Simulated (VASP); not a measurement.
# CaZrAs2: relaxation of cell and atoms with PBEsol

CaZrAs2:

```
Ca Zr As
1.0
     1.95075    1.12626    6.75601
    -1.95075    1.12626    6.75601
     0.00000   -2.25253    6.75601
Ca Zr As
1 1 2
Direct
  0.00000 0.00000 0.00000
  0.50000 0.50000 0.50000
  0.24227 0.24227 0.24227
  0.75773 0.75773 0.75773
```

```yaml
Program: VASP 6.6.1
Task: relaxation of cell and atoms
Functional: PBEsol
Potentials_or_basis: VASP PAW PBE potentials, release 64 (Ca_sv, Zr_sv, As)
Cutoff: 600 eV
k_mesh: 12 × 12 × 12
Occupations: gaussian, width 0.1 eV
Spin: no spin polarisation
Dipole_correction: no
Further_INCAR_settings: ALGO = Normal; EDIFF = 1e-06; IBRION = 2; EDIFFG = -0.005; NSW = 100; ISIF = 3
```

```json
{
  "Relaxed volume": "22.30 Å³/atom",
  "Relaxed cell": "a = 7.112 Å, b = 7.112 Å, c = 7.112 Å, α = 31.89°, β = 31.89°, γ = 31.89°",
  "Space group after relaxing (to 0.05 Å)": "R-3m (No. 166)",
  "Energy gained by relaxing": "0.2 meV/atom",
  "Ionic steps": "5",
  "Pressure after relaxing": "0.0 GPa",
  "Band gap on the k mesh": "zero (band 16 reaches 6.33 eV, above the bottom of band 17 at 5.01 eV)"
}
```

The path:
```csv
step,energy change (eV),largest force (eV/Å),pressure (GPa),volume (Å³)
1,0.0000,0.0840,0.26,89.06
2,-0.0005,0.0145,-0.24,89.54
3,-0.0006,0.0327,-0.12,89.41
4,-0.0008,0.0144,-0.05,89.30
5,-0.0009,0.0010,0.00,89.21
```

Final structure:
```cif
data_structure
_symmetry_space_group_name_H-M 'P 1'
_symmetry_Int_Tables_number 1
_cell_length_a 7.1120
_cell_length_b 7.1120
_cell_length_c 7.1120
_cell_angle_alpha 31.895
_cell_angle_beta 31.895
_cell_angle_gamma 31.895
_cell_volume 89.21
loop_
_atom_site_label
_atom_site_type_symbol
_atom_site_fract_x
_atom_site_fract_y
_atom_site_fract_z
_atom_site_occupancy
Ca1 Ca 0.00000 0.00000 0.00000 1
Zr1 Zr 0.50000 0.50000 0.50000 1
As1 As 0.24263 0.24263 0.24263 1
As2 As 0.75737 0.75737 0.75737 1
```

Levels at points of the mesh, in eV from the Fermi level:
| k point | band 13 | band 14 | band 15 | band 16 | band 17 | band 18 | band 19 | band 20 |
| --- | --- | --- | --- | --- | --- | --- | --- | --- |
| (0.00, 0.00, 0.00) | -2.27 | 0.37 | 0.81 | 0.81 | 0.82 | 0.82 | 0.86 | 2.52 |
| (0.50, 0.00, 0.00) | -2.65 | -2.03 | -2.00 | -0.99 | 0.56 | 2.30 | 2.30 | 2.64 |
| (0.50, 0.50, 0.00) | -2.35 | -2.19 | -0.95 | -0.67 | -0.51 | 2.26 | 2.61 | 3.38 |
| (0.50, 0.50, 0.50) | -2.09 | -2.09 | -0.08 | -0.08 | 0.94 | 0.94 | 1.70 | 2.82 |

It took 49 min on 1 thread of Intel(R) Xeon(R) Platinum 8259CL CPU @ 2.50GHz (Skylake/Cascade Lake), with other jobs on the host, peak memory 0.92 GiB.

Caveat: the PAW data sets were made with another functional, which shifts forces and pressure a little.
